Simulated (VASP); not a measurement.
# Li2Se (Fm-3m) in VASP: elastic constants with PBEsol

Aim: the elastic constants of Li2Se with PBEsol.

Everything below comes from runs of VASP 6.6.1. Logs are shortened: lines on timing, memory, paths and dates and some standing lists are left out, and cuts for length are marked.

## (1) The cell of the first run

The structure is cubic, space group Fm-3m (No. 225). The conventional cell has a = 5.816 Å, b = 5.816 Å, c = 5.816 Å, α = 90.00°, β = 90.00°, γ = 90.00°. Se (site symmetry m-3m) has 8 Li at 2.52 Å within 3.3 Å. Li (site symmetry -43m) has 4 Se at 2.52 Å and 6 Li at 2.91 Å within 3.3 Å.

## (2) Elastic constants, PBEsol

File INCAR:

```
SYSTEM = Li2Se
PREC     = Accurate       ! precision mode
ENCUT    = 750            ! plane-wave cutoff, eV
EDIFF    = 1E-8           ! SCF threshold, eV
ISMEAR   = 0              ! smearing method
SIGMA    = 0.01           ! smearing width, eV
LREAL    = .FALSE.        ! projectors in reciprocal space
LASPH    = .TRUE.         ! aspherical terms in the spheres
NELM     = 120            ! most SCF steps
ALGO     = Normal         ! electronic algorithm
ISIF     = 3              ! what is computed and relaxed
LWAVE    = .FALSE.        ! write WAVECAR
LCHARG   = .FALSE.        ! write CHGCAR
GGA      = PS             ! functional
IBRION   = 6              ! ionic algorithm
NFREE    = 2            
POTIM    = 0.015          ! step
NSW      = 1              ! ionic steps
GGA_COMPAT= .FALSE.
```

File KPOINTS:

```
Automatic mesh
0
G
  8 8 8
  0 0 0
```

File POSCAR:

```
Li2Se
1.0
    0.0000000000      2.9080000000      2.9080000000
    2.9080000000      0.0000000000      2.9080000000
    2.9080000000      2.9080000000      0.0000000000
Se Li
1 2
Direct
    0.0000000000      0.0000000000      0.0000000000
    0.2500000000      0.2500000000      0.2500000000
    0.7500000000      0.7500000000      0.7500000000
```

Potentials or basis: VASP PAW PBE potentials, release 64 (Se, Li_sv).

Run with:

```
$ cat potpaw_PBE.64/Se/POTCAR potpaw_PBE.64/Li_sv/POTCAR > POTCAR
$ mpirun -np 1 vasp_std > vasp.out
```

OUTCAR:

```text
SYSTEM = Li2Se
   PREC = Accurate
   ENCUT = 750
   EDIFF = 1E-8
   ISMEAR = 0
   LREAL = .FALSE.
   LASPH = .TRUE.
   NELM = 120
   ISIF = 3
   GGA = PS
   IBRION = 6
   NFREE = 2
   POTIM = 0.015
   NSW = 1

 ion  position               nearest neighbor table
   1  0.000  0.000  0.000-   2 2.52   3 2.52   3 2.52   3 2.52   3 2.52   2 2.52   2 2.52   2 2.52

   2  0.250  0.250  0.250-   1 2.52   1 2.52   1 2.52   1 2.52
   3  0.750  0.750  0.750-   1 2.52   1 2.52   1 2.52   1 2.52

  LATTYP: Found a face centered cubic cell.
 ALAT       =     5.8160000000

  Lattice vectors:

 A1 = (   0.0000000000,   2.9080000000,   2.9080000000)
 A2 = (   2.9080000000,   0.0000000000,   2.9080000000)
 A3 = (   2.9080000000,   2.9080000000,   0.0000000000)

Analysis of symmetry for initial positions (statically):
=====================================================================
 Subroutine PRICEL returns:
 Original cell was already a primitive cell.

 Routine SETGRP: Setting up the symmetry group for a
 face centered cubic supercell.

 Subroutine GETGRP returns: Found 48 space group operations
 (whereof 48 operations were pure point group operations)
 out of a pool of 48 trial point group operations.

The static configuration has the point symmetry O_h .

Analysis of symmetry for dynamics (positions and initial velocities):
=====================================================================
 Subroutine PRICEL returns:
 Original cell was already a primitive cell.

 Routine SETGRP: Setting up the symmetry group for a
 face centered cubic supercell.

 Subroutine GETGRP returns: Found 48 space group operations
 (whereof 48 operations were pure point group operations)
 out of a pool of 48 trial point group operations.

The dynamic configuration has the point symmetry O_h .

 Subroutine INISYM returns: Found 48 space group operations
 (whereof 48 operations are pure point group operations),
 and found     1 'primitive' translations

----------------------------------------------------------------------------------------

                                     Primitive cell

  volume of cell :      49.1828

  direct lattice vectors                    reciprocal lattice vectors
     0.000000000  2.908000000  2.908000000    -0.171939477  0.171939477  0.171939477
     2.908000000  0.000000000  2.908000000     0.171939477 -0.171939477  0.171939477
     2.908000000  2.908000000  0.000000000     0.171939477  0.171939477 -0.171939477

  length of vectors
     4.112533039  4.112533039  4.112533039     0.297807911  0.297807911  0.297807911

  position of ions in fractional coordinates (direct lattice)
     0.000000000  0.000000000  0.000000000
     0.250000000  0.250000000  0.250000000
     0.750000000  0.750000000  0.750000000

  ion indices of the primitive-cell ions
   primitive index   ion index
                 1           1
                 2           2
                 3           3

----------------------------------------------------------------------------------------

 KPOINTS: Automatic mesh

Automatic generation of k-mesh.
 Grid dimensions read from file:
 generate k-points for:    8    8    8

 Generating k-lattice:

  Cartesian coordinates                     Fractional coordinates (reciprocal lattice)
    -0.021492435  0.021492435  0.021492435     0.125000000  0.000000000  0.000000000
     0.021492435 -0.021492435  0.021492435     0.000000000  0.125000000  0.000000000
     0.021492435  0.021492435 -0.021492435     0.000000000  0.000000000  0.125000000

  Length of vectors
     0.037225989  0.037225989  0.037225989

  Shift w.r.t. Gamma in fractional coordinates (k-lattice)
     0.000000000  0.000000000  0.000000000

 Subroutine IBZKPT returns following result:
 ===========================================

 Found     29 irreducible k-points:

 Following reciprocal coordinates:
            Coordinates               Weight
  0.000000  0.000000  0.000000      1.000000
[... 73 lines left out ...]
 finite differences with symmetry
 non-spin polarized calculation
 Gauss-broadening in eV      SIGMA  =   0.01
  energy-cutoff  :      750.00
  volume of cell :       49.18
 maximum number of plane-waves:      2305
 NGX is ok and might be reduce to    40
   NGX = 19   NGY = 19   NGZ = 19

--------------------------------------- Ionic step        1  -------------------------------------------

 number of electron      11.9999997 magnetization

 Free energy of the ion-electron system (eV)
  ---------------------------------------------------
  ext. energy  EPLUGINS =         0.00000000
  ---------------------------------------------------
  free energy    TOTEN  =       -11.53165147 eV

  energy without entropy =      -11.53165147  energy(sigma->0) =      -11.53165147

------------------------ aborting loop because EDIFF is reached ----------------------------------------

  FORCE on cell =-STRESS in cart. coord.  units (eV):
  Direction    XX          YY          ZZ          XY          YZ          ZX
  --------------------------------------------------------------------------------------
  -------------------------------------------------------------------------------------
  Total        0.8175086      0.8175086      0.8175086      0.0000000      0.0000000      0.0000000
  in kB       26.6311372     26.6311372     26.6311372      0.0000000      0.0000000      0.0000000
  external PRESSURE =      26.6311372 kB  Pullay stress =       0.0000000 kB
[... 92 lines left out ...]
  FREE ENERGIE OF THE ION-ELECTRON SYSTEM (eV)
  ---------------------------------------------------
  free  energy   TOTEN  =       -11.5165607424 eV

  energy  without entropy=      -11.5165607424  energy(sigma->0) =      -11.51656074

[... ionic steps 4 to 14 ...]

--------------------------------------- Ionic step       15  -------------------------------------------

 number of electron      11.9999997 magnetization

------------------------ aborting loop because EDIFF is reached ----------------------------------------
[... 69 lines left out ...]
--------------------------------------- Ionic step       17  -------------------------------------------

 number of electron      11.9999999 magnetization

 Free energy of the ion-electron system (eV)
  ---------------------------------------------------
  ext. energy  EPLUGINS =         0.00000000
  ---------------------------------------------------
  free energy    TOTEN  =       -11.53131410 eV

  energy without entropy =      -11.53131410  energy(sigma->0) =      -11.53131410

 E-fermi :   1.5576     XC(G=0):  -8.7398

 val. band max:        1.5045296380   @ k =   0.0000   0.0000   0.0000
 cond. band min:       4.2332601564   @ k =   0.5000   0.5000   0.0000
 fundamental gap:      2.7287305184
 Fermi energy:         1.5575924472

 k-point     1 :       0.0000    0.0000    0.0000
  band No.  band energies     occupation
      1     -42.3899      2.00000
      2     -42.3520      2.00000
      3     -10.1893      2.00000
      4       1.4790      2.00000
      5       1.4921      2.00000
      6       1.5045      2.00000
      7       5.1448      0.00000
      8       7.0869      0.00000
      9       7.0904      0.00000
     10       7.0944      0.00000
[... 287 lines left out ...]
 k-point    24 :      -0.3750    0.2500    0.1250
  band No.  band energies     occupation
      1     -42.3703      2.00000
      2     -42.3698      2.00000
      3      -9.6764      2.00000
      4      -1.4711      2.00000
      5       0.0089      2.00000
      6       0.4162      2.00000
      7       6.8865      0.00000
      8       7.4562      0.00000
      9       9.3826      0.00000
     10      10.1889      0.00000

 [... further k-points ...]

------------------------ aborting loop because EDIFF is reached ----------------------------------------

  FORCE on cell =-STRESS in cart. coord.  units (eV):
  Direction    XX          YY          ZZ          XY          YZ          ZX
  --------------------------------------------------------------------------------------
  -------------------------------------------------------------------------------------
  Total        0.8180841      0.8181296      0.8181296      0.0000000      0.0321258      0.0000000
  in kB       26.6498848     26.6513653     26.6513653      0.0000000      1.0465276      0.0000000
  external PRESSURE =      26.6508718 kB  Pullay stress =       0.0000000 kB
[... 18 lines left out ...]
  FREE ENERGIE OF THE ION-ELECTRON SYSTEM (eV)
  ---------------------------------------------------
  free  energy   TOTEN  =       -11.5313140974 eV

  energy  without entropy=      -11.5313140974  energy(sigma->0) =      -11.53131410

 INTERNAL STRAIN TENSORS FROM STRAINED CELLS
 ============================================

 INTERNAL STRAIN TENSOR FOR ION    1 for displacements in x,y,z  (eV/Angst):
          X           Y           Z          XY          YZ          ZX
  --------------------------------------------------------------------------------
  x     0.00000     0.00000     0.00000     0.00000     0.00000    -0.00000
  y     0.00000     0.00000    -0.00000     0.00000    -0.00000     0.00000
  z    -0.00000    -0.00000     0.00000     0.00000    -0.00000     0.00000

 INTERNAL STRAIN TENSORS FROM DISPLACED ATOMS
 ============================================

 INTERNAL STRAIN TENSOR FOR ION    1 for displacements in x,y,z  (eV/Angst):
          X           Y           Z          XY          YZ          ZX
  --------------------------------------------------------------------------------
  x     0.00000     0.00000     0.00000     0.00000     0.00000     0.00000
  y     0.00000     0.00000     0.00000     0.00000     0.00000     0.00000
  z     0.00000     0.00000     0.00000     0.00000     0.00000     0.00000

 INTERNAL STRAIN TENSOR FOR ION    3 for displacements in x,y,z  (eV/Angst):
          X           Y           Z          XY          YZ          ZX
  --------------------------------------------------------------------------------
  x     0.00000    -0.00000    -0.00000     0.00000     2.14415     0.00000
  y    -0.00000    -0.00000    -0.00000     0.00000     0.00000     2.14415
  z    -0.00000    -0.00000     0.00000     2.14415     0.00000     0.00000

 Eigenvectors and eigenvalues of the dynamical matrix
 ----------------------------------------------------

   1 f  =   11.419859 THz    71.753091 2PiTHz  380.925499 cm-1    47.228721 meV
             X         Y         Z           dx          dy          dz
      0.000000  0.000000  0.000000     0.000000   -0.000000   -0.000000
      1.454000  1.454000  1.454000    -0.104627    0.188818   -0.673350
      4.362000  4.362000  4.362000     0.104627   -0.188818    0.673350
[... 43 lines left out ...]
   9 f/i=    0.001537 THz     0.009657 2PiTHz    0.051265 cm-1     0.006356 meV
             X         Y         Z           dx          dy          dz
      0.000000  0.000000  0.000000    -0.117650   -0.913924    0.001438
      1.454000  1.454000  1.454000    -0.035070   -0.272433    0.000429
      4.362000  4.362000  4.362000    -0.035070   -0.272433    0.000429

--------------------------------------------------------------------------------------------------------

 ELASTIC MODULI CONTR FROM IONIC RELAXATION (kBar)
 Direction    XX          YY          ZZ          XY          YZ          ZX
 --------------------------------------------------------------------------------
 XX          -0.0000     -0.0000      0.0000      0.0000     -0.0000      0.0000
 YY          -0.0000     -0.0000     -0.0000      0.0000      0.0000      0.0000
 ZZ           0.0000     -0.0000     -0.0000     -0.0000      0.0000      0.0000
 XY           0.0000      0.0000     -0.0000    -80.0753      0.0000     -0.0000
 YZ          -0.0000      0.0000      0.0000      0.0000    -80.0753     -0.0000
 ZX           0.0000      0.0000      0.0000     -0.0000     -0.0000    -80.0753
 --------------------------------------------------------------------------------

 TOTAL ELASTIC MODULI (kBar)
 Direction    XX          YY          ZZ          XY          YZ          ZX
 --------------------------------------------------------------------------------
 XX         781.6319    258.7028    258.7028     -0.0000      0.0000     -0.0000
 YY         258.7028    781.6319    258.7028     -0.0000     -0.0000      0.0000
 ZZ         258.7028    258.7028    781.6319      0.0000      0.0000      0.0000
 XY          -0.0000     -0.0000      0.0000    327.0685      0.0000     -0.0000
 YZ           0.0000     -0.0000      0.0000      0.0000    327.0685     -0.0000
 ZX          -0.0000      0.0000      0.0000     -0.0000     -0.0000    327.0685
 --------------------------------------------------------------------------------
```

Wall time 15 min (1 thread of Oxide Virtual Turin-like, shared host); peak memory 0.36 GiB.

What came out:

| Quantity | Value |
| --- | --- |
| Elastic constants C11, C12, C44 | 78, 26, 33 GPa |
| Voigt bulk modulus | 43 GPa |
| Highest phonon frequency at Γ, LO-TO splitting left out | 381 cm⁻¹ |

Phonon frequencies in cm⁻¹ (negative: imaginary):
```tsv
q point	frequencies
(0.000, 0.000, 0.000)	0 0 0 322 322 322 381 381 381
```

Elastic tensor in Voigt notation (GPa, in the Cartesian axes of the cell as first typed):
```
78 26 26  0  0  0
26 78 26  0  0  0
26 26 78  0  0  0
 0  0  0 33  0  0
 0  0  0  0 33  0
 0  0  0  0  0 33
```

Clamped-ion elastic tensor (GPa):
```
78 26 26  0  0  0
26 78 26  0  0  0
26 26 78  0  0  0
 0  0  0 41  0  0
 0  0  0  0 41  0
 0  0  0  0  0 41
```

Caveat: the cell is under stress, which shifts elastic constants; the PAW data sets were made with another functional, which shifts forces and pressure a little.
